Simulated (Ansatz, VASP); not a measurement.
Ag in VASP and in Ansatz

```
Ag
1.0
     2.68536    0.00000    0.00000
     0.00000    2.68536    0.00000
     0.00000    0.00000    2.68536
Ag
1
Direct
  0.00000 0.00000 0.00000
```

Alike in both runs: functional PBEsol; k mesh 16 × 16 × 16; occupations fermi-dirac, width 0.05 eV; no spin polarisation.

Ansatz relaxed the structure, and its values are those at the end. VASP's run is a single point on that final structure, the one shown.

|  | VASP | Ansatz |
| --- | --- | --- |
| version | VASP 6.6.1 | Ansatz 0.2.0 |
| potentials or method | VASP PAW PBE potentials, release 64 (Ag) | PAW with Ansatz's default frozen-core files, scalar-relativistic |
| plane-wave cutoff (eV) | 520 | 420 |
| valence electrons in the cell | 11 | 19 |

|  | VASP | Ansatz | Ansatz less VASP |
| --- | --- | --- | --- |
| pressure (GPa) | -0.2 | 0.0 | +0.18 |

VASP's potentials were made for PBE, not for PBEsol. VASP's potentials hold 11 valence electrons a cell and Ansatz's 19, so a difference there can come from the potentials and not from the codes.
